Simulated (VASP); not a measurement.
Wanted: the native input for a VASP 6.6.1 run.

| Item | Value |
| --- | --- |
| Task | single point |
| Functional | PBE |
| Potentials or basis | VASP PAW PBE potentials, release 64 (Ni, Sb) |
| Cutoff | 520 eV |
| k mesh | 18 × 18 × 10 |
| Occupations | gaussian, width 0.1 eV |
| Spin | no spin polarisation |
| Dipole correction | no |
| Further INCAR settings | ALGO = Normal; EDIFF = 1e-06; NBANDS = 23 |

The structure of NiSb lies in POSCAR:

```
NiSb
1.0
    3.8566922910      0.0000000000      0.0000000000
   -1.9283461455      3.3399934986      0.0000000000
    0.0000000000      0.0000000000      5.2497025692
Ni Sb
2 2
Direct
    0.0000000000      0.0000000000      0.0000000000
    0.0000000000      0.0000000000      0.5000000000
    0.3333333333      0.6666666667      0.2500000000
    0.6666666667      0.3333333333      0.7500000000
```

This cell differs from its parent crystal: biaxial strain in the a-b plane: -3.0 %.

One way to write it, as run:

INCAR

```
SYSTEM = NiSb
PREC = Accurate
ENCUT = 520
EDIFF = 1E-6
ISMEAR = 0
SIGMA = 0.1
LREAL = .False.
LASPH = .True.
NELM = 60
ALGO = Normal
ISIF = 2
LWAVE = .False.
LCHARG = .False.
GGA = PE
NBANDS = 23
```

KPOINTS

```
regular mesh
0
Gamma
  18 18 10
  0 0 0
```

Potentials or basis: VASP PAW PBE potentials, release 64 (Ni, Sb).

The run is started by

```bash
$ cat potpaw_PBE.64/Ni/POTCAR potpaw_PBE.64/Sb/POTCAR > POTCAR
$ mpirun -np 1 vasp_std > vasp.out
```

It gave:

| Item | Value |
| --- | --- |
| Pressure | 5.4 GPa |
| Band gap on the k mesh | zero (band 15 reaches 12.51 eV, above the bottom of band 16 at 8.91 eV) |

Caveat: the cell differs from its parent crystal (biaxial strain in the a-b plane: -3.0 %); spin-orbit coupling is left out, which moves the levels of the heavy elements.

It took 4.6 min on 1 thread of Oxide Virtual Turin-like Processor, with other jobs on the host, peak memory 0.39 GiB.
